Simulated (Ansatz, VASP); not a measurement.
# Two plane-wave programs on Cu

```
Cu
1.0
     0.00000    1.75981    1.75981
     1.75981    0.00000    1.75981
     1.75981    1.75981    0.00000
Cu
1
Cartesian
  0.0000 0.0000 0.0000
```

Alike in both runs: task relaxation of cell and atoms; functional LDA; k mesh 18 × 18 × 18; occupations gaussian, width 0.1 eV; no spin polarisation.

|  | VASP | Ansatz |
| --- | --- | --- |
| version | VASP 6.6.1 | Ansatz 0.2.0 |
| potentials or method | VASP PAW LDA potentials, release 64 (Cu), cutoff 600 eV | scalar-relativistic, plane waves, PAW |
| valence electrons in the cell | 11 | 19 |

Ansatz gave:

```
gap on the k mesh at the Fermi level, each at its own relaxed structure (eV) : none
relaxed volume (Å³/atom)                                                     : 10.89
relaxed cell length with the largest relative difference (Å)                 : 2.488
```

Problem. Estimate VASP's values.

Solution. gap on the k mesh at the Fermi level, each at its own relaxed structure (eV): none; relaxed volume (Å³/atom): 10.95; relaxed cell length with the largest relative difference (Å): 2.493.

Ansatz warns that its potentials were made for another functional, while VASP's fit it. LDA's correlation is that of Perdew and Zunger in VASP and of Perdew and Wang (1992) in Ansatz. A gap of «none» marks a metal or a gap that the smearing closes. VASP's potentials hold 11 valence electrons a cell and Ansatz's 19, so a difference there can come from the potentials and not from the codes.
